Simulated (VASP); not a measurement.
# KZn2 (R-3m) in VASP: notebook

KZn2 is run at these levels: PBE; tasks: single point, relaxation of cell and atoms.

Program: VASP 6.6.1. These are calculated values, not measurements. Logs are shortened: lines on timing, memory, paths and dates and some standing lists are left out, and cuts for length are marked.

## Step 1: The cell of the first run

It takes space group R-3m (No. 166, trigonal). The conventional cell has a = 3.714 Å, b = 3.714 Å, c = 16.828 Å, α = 90.00°, β = 90.00°, γ = 120.00°. Within 3.4 Å of K (site symmetry -3m) lie 6 Zn at 2.56 Å. Zn (site symmetry 3m) has 3 K at 2.56 Å and 12 Zn at 3.53 to 3.71 Å within 3.8 Å.

## Step 2: Single point, PBE

Contents of INCAR:

```
SYSTEM = KZn2
ALGO     = Normal         ! electronic algorithm
EDIFF    = 1E-7           ! SCF threshold, eV
ENCUT    = 520            ! plane-wave cutoff, eV
GGA      = PE             ! functional
ISIF     = 2              ! what is computed and relaxed
ISMEAR   = 0              ! smearing method
LASPH    = .TRUE.         ! aspherical terms in the spheres
LCHARG   = .FALSE.        ! write CHGCAR
LREAL    = .FALSE.        ! projectors in reciprocal space
LWAVE    = .FALSE.        ! write WAVECAR
NBANDS   = 24             ! bands
NELM     = 60             ! most SCF steps
PREC     = Accurate       ! precision mode
SIGMA    = 0.1            ! smearing width, eV
```

Contents of KPOINTS:

```
k-points
0
G
  6 6 6
  0 0 0
```

Contents of POSCAR:

```
KZn2
1.0
    1.8572483625      1.0722828421      5.6093651629
   -1.8572483625      1.0722828421      5.6093651629
    0.0000000000     -2.1445656841      5.6093651629
K Zn
1 2
Direct
    0.0000000000      0.0000000000      0.0000000000
    0.7500000000      0.7500000000      0.7500000000
    0.2500000000      0.2500000000      0.2500000000
```

Potentials or basis: VASP PAW PBE potentials, release 64 (K_sv, Zn).

Command:

```console
$ cat potpaw_PBE.64/K_sv/POTCAR potpaw_PBE.64/Zn/POTCAR > POTCAR
$ mpirun -np 1 vasp_std > vasp.out
```

OUTCAR:

```text
SYSTEM = KZn2
   EDIFF = 1E-7
   ENCUT = 520
   GGA = PE
   ISIF = 2
   ISMEAR = 0
   LASPH = .TRUE.
   LREAL = .FALSE.
   NELM = 60
   PREC = Accurate

 ion  position               nearest neighbor table
   1  0.000  0.000  0.000-   2 2.56   2 2.56   3 2.56   3 2.56   2 2.56   3 2.56
   2  0.750  0.750  0.750-   1 2.56   1 2.56   1 2.56
   3  0.250  0.250  0.250-   1 2.56   1 2.56   1 2.56

  LATTYP: Found a trigonal (rhomboedric) cell.
 ALAT       =     6.0053425801
 COS(alpha) =     0.8087090652

  Lattice vectors:

 A1 = (   1.8572483625,   1.0722828421,   5.6093651629)
 A2 = (  -1.8572483625,   1.0722828421,   5.6093651629)
 A3 = (   0.0000000000,  -2.1445656841,   5.6093651629)

Analysis of symmetry for initial positions (statically):
=====================================================================
 Subroutine PRICEL returns:
 Original cell was already a primitive cell.

 Routine SETGRP: Setting up the symmetry group for a
 trigonal (rhombohedral) supercell.

 Subroutine GETGRP returns: Found 12 space group operations
 (whereof 12 operations were pure point group operations)
 out of a pool of 12 trial point group operations.

The static configuration has the point symmetry D_3d.

Analysis of symmetry for dynamics (positions and initial velocities):
=====================================================================
 Subroutine PRICEL returns:
 Original cell was already a primitive cell.

 Routine SETGRP: Setting up the symmetry group for a
 trigonal (rhombohedral) supercell.

 Subroutine GETGRP returns: Found 12 space group operations
 (whereof 12 operations were pure point group operations)
 out of a pool of 12 trial point group operations.

The dynamic configuration has the point symmetry D_3d.

 Subroutine INISYM returns: Found 12 space group operations
 (whereof 12 operations are pure point group operations),
 and found     1 'primitive' translations

----------------------------------------------------------------------------------------

                                     Primitive cell

  volume of cell :      67.0262

  direct lattice vectors                    reciprocal lattice vectors
[... 83 lines left out ...]
   ISPIN  =      1    spin polarized calculation?
   LNONCOLLINEAR =      F non collinear calculations
   LSORBIT =      F    spin-orbit coupling
   LASPH  =      T    aspherical Exc in radial PAW
   ENCUT  =  520.0 eV  38.22 Ry    6.18 a.u.  11.17 11.17 11.17*2*pi/ulx,y,z
   NELM   =     60;   NELMIN=  2; NELMDL= -5     # of ELM steps
   EDIFF  = 0.1E-06   stopping-criterion for ELM
   LREAL  =      F    real-space projection
   EDIFFG = 0.1E-05   stopping-criterion for IOM
   NSW    =      0    number of steps for IOM
   IBRION =     -1    ionic relax: 0-MD 1-quasi-New 2-CG
   NFREE  =      0    steps in history (QN), initial steepest desc. (CG)
   ISIF   =      2    stress and relaxation
   ISYM   =      2    0-nonsym 1-usesym 2-fastsym
   POTIM  = 0.5000    time-step for ionic-motion
   TEBEG  =    0.0;   TEEND  =   0.0 temperature during run
   PSTRESS=    0.0 pullay stress
   NELECT =      33.0000    total number of electrons
   NUPDOWN=      -1.0000    fix difference up-down
   EMIN   =  10.00;   EMAX   =-10.00  energy-range for DOS
   EFERMI =   0.00;   METHOD = LEGACY
   ISMEAR =     0;   SIGMA  =   0.10  broadening in eV -4-tet -1-fermi 0-gaus
   EFERMI_NEDOS =   21; number of points for ismear=-14 and -15
   IALGO  =     38    algorithm
   IMIX   =      4    mixing-type and parameters
     AMIX     =   0.40;   BMIX     =  1.00
     AMIX_MAG =   1.60;   BMIX_MAG =  1.00
  volume/ion in A,a.u.               =      22.34       150.77
  Fermi-wavevector in a.u.,A,eV,Ry     =   1.292701  2.442850 22.736363  1.671076
  Thomas-Fermi vector in A             =   2.424392
   LORBIT       =      0    0 simple, 1 ext, 2 COOP (PROOUT), +10 PAW based schemes
   GGA     = PE    functional components
   LHFCALC =     F    Hartree Fock is set to
   AEXX    =    0.0000 exact exchange contribution
   IVDW    =     0    specifies the selected vdW correction
   LEPSILON=     F    determine dielectric tensor
   LRPA    =     F    only Hartree local field effects (RPA)
 non-spin polarized calculation
 Gauss-broadening in eV      SIGMA  =   0.10
  energy-cutoff  :      520.00
  volume of cell :       67.03
 maximum number of plane-waves:      1819
 NGX is ok and might be reduce to    48
   NGX = 23   NGY = 23   NGZ = 23

 number of electron      33.0000011 magnetization

 Free energy of the ion-electron system (eV)
  ---------------------------------------------------
  ext. energy  EPLUGINS =         0.00000000
  ---------------------------------------------------
  free energy    TOTEN  =         1.40856842 eV

  energy without entropy =        1.41542615  energy(sigma->0) =        1.41199728

 E-fermi :   1.9330     XC(G=0):  -9.4567

 val. band max:        1.8654504287   @ k =   0.5000   0.1667   0.0000
 cond. band min:       1.9792256413   @ k =  -0.1667   0.3333   0.1667
 fundamental gap:      0.1137752127
 Fermi energy:         1.9330331265

 k-point     1 :       0.0000    0.0000    0.0000
  band No.  band energies     occupation
      1     -29.3641      2.00000
      2     -13.2465      2.00000
      3     -12.8911      2.00000
      4     -12.8911      2.00000
      5      -5.8260      2.00000
      6      -5.8260      2.00000
[... 637 lines left out ...]
     23       8.3540      0.00000
     24       9.3520      0.00000

 [... further k-points ...]

------------------------ aborting loop because EDIFF is reached ----------------------------------------

  FORCE on cell =-STRESS in cart. coord.  units (eV):
  Direction    XX          YY          ZZ          XY          YZ          ZX
  --------------------------------------------------------------------------------------
  -------------------------------------------------------------------------------------
  Total       10.1899882     10.1899882      6.8060606      0.0000000      0.0000000      0.0000000
  in kB      243.5790647    243.5790647    162.6904602      0.0000000      0.0000000      0.0000000
  external PRESSURE =     216.6161966 kB  Pullay stress =       0.0000000 kB

 VOLUME and BASIS-vectors are now :
 -----------------------------------------------------------------------------
  energy-cutoff  :      520.00
  volume of cell :       67.03
      direct lattice vectors                 reciprocal lattice vectors
     1.857248363  1.072282842  5.609365163     0.269215475  0.155431627  0.059424431
    -1.857248363  1.072282842  5.609365163    -0.269215475  0.155431627  0.059424431
     0.000000000 -2.144565684  5.609365163     0.000000000 -0.310863254  0.059424431

 POSITION                                       TOTAL-FORCE (eV/Angst)
 -----------------------------------------------------------------------------------
      0.00000      0.00000      0.00000         0.000000     -0.000000     -0.000000
      0.00000      0.00000     12.62107         0.000000      0.000000      3.306451
      0.00000      0.00000      4.20702         0.000000     -0.000000     -3.306451
 -----------------------------------------------------------------------------------
    total drift:                                0.000000      0.000000      0.000000

  FREE ENERGIE OF THE ION-ELECTRON SYSTEM (eV)
  ---------------------------------------------------
  free  energy   TOTEN  =         1.4085684221 eV

  energy  without entropy=        1.4154261453  energy(sigma->0) =        1.41199728
```

OSZICAR:

```text
N       E                     dE             d eps       ncg     rms          rms(c)
DAV:   1     0.224098342494E+03    0.22410E+03   -0.15972E+04  1536   0.173E+03
DAV:   2     0.163629521445E+02   -0.20774E+03   -0.19631E+03  1584   0.362E+02
DAV:   3     0.158523961916E+01   -0.14778E+02   -0.14654E+02  1896   0.101E+02
DAV:   4     0.116432297276E+01   -0.42092E+00   -0.42055E+00  2392   0.130E+01
DAV:   5     0.116225265216E+01   -0.20703E-02   -0.20702E-02  1952   0.850E-01    0.187E+01
DAV:   6     0.139964814895E+01    0.23740E+00   -0.52165E-01  1888   0.776E+00    0.903E+00
DAV:   7     0.140658232092E+01    0.69342E-02   -0.11549E-01  1744   0.283E+00    0.222E+00
DAV:   8     0.140834941504E+01    0.17671E-02   -0.11415E-02  2152   0.953E-01    0.397E-01
DAV:   9     0.140856596709E+01    0.21655E-03   -0.94189E-04  1872   0.184E-01    0.668E-02
DAV:  10     0.140857311059E+01    0.71435E-05   -0.13539E-04  1992   0.899E-02    0.155E-02
DAV:  11     0.140856794867E+01   -0.51619E-05   -0.23238E-05  2032   0.288E-02    0.569E-03
DAV:  12     0.140856871182E+01    0.76315E-06   -0.18371E-06  1864   0.105E-02    0.277E-03
DAV:  13     0.140856836751E+01   -0.34431E-06   -0.28464E-07  1688   0.462E-03    0.979E-04
DAV:  14     0.140856842209E+01    0.54586E-07   -0.17988E-08  1024   0.889E-04
   1 F= 0.14085684E+01 E0= 0.14119973E+01  d E =-.685772E-02
```

stdout:

```text
POSCAR found type information on POSCAR K Zn
 POSCAR found :  2 types and       3 ions
 scaLAPACK will be used
 LDA part: xc-table for (Slater+PW92), standard interpolation
 POSCAR, INCAR and KPOINTS ok, starting setup
 FFT: planning ... GRIDC
 FFT: planning ... GRID_SOFT
 FFT: planning ... GRID
 WAVECAR not read
 entering main loop
```

It took 97 s on 1 thread of Intel Xeon Platinum 8488C (Sapphire Rapids), shared host; peak memory 0.33 GiB.

What came out:

| Item | Value |
| --- | --- |
| Free energy | 1.4086 eV |
| Pressure | 21.7 GPa |
| Largest force | 3.306 eV/Å |
| Band gap on the k mesh | zero (an odd number of electrons rules out a gap without spin polarisation) |

Forces in eV/Å, atoms in the order of the input:
```
K    0.000  0.000  0.000
Zn   0.000  0.000  3.306
Zn   0.000  0.000 -3.306
```

Levels at points of the mesh, in eV from the Fermi level:
| k point | band 12 | band 13 | band 14 | band 15 | band 16 | band 17 | band 18 | band 19 | band 20 | band 21 |
| --- | --- | --- | --- | --- | --- | --- | --- | --- | --- | --- |
| (0.00, 0.00, 0.00) | -7.60 | -7.48 | -7.48 | -6.47 | -1.72 | -1.47 | 2.97 | 2.97 | 6.18 | 6.18 |
| (0.50, 0.00, 0.00) | -7.59 | -7.58 | -7.47 | -3.57 | -2.17 | -0.14 | 1.10 | 1.27 | 2.88 | 3.96 |
| (0.50, 0.50, 0.00) | -7.53 | -7.51 | -7.51 | -2.80 | -2.48 | -1.62 | 0.43 | 3.58 | 3.74 | 4.37 |
| (0.50, 0.50, 0.50) | -7.63 | -7.49 | -7.49 | -5.27 | -4.88 | 2.26 | 3.12 | 3.12 | 4.28 | 6.36 |

Caveat: the stress differs along the axes, from 16 to 24 GPa; forces of over 1 eV/Å act on the atoms, so gaps and moduli don't describe the material at rest.

(Continued in part 2 of 3.)

The gap in the log of VASP goes by the Fermi energy; the results here count the filled bands.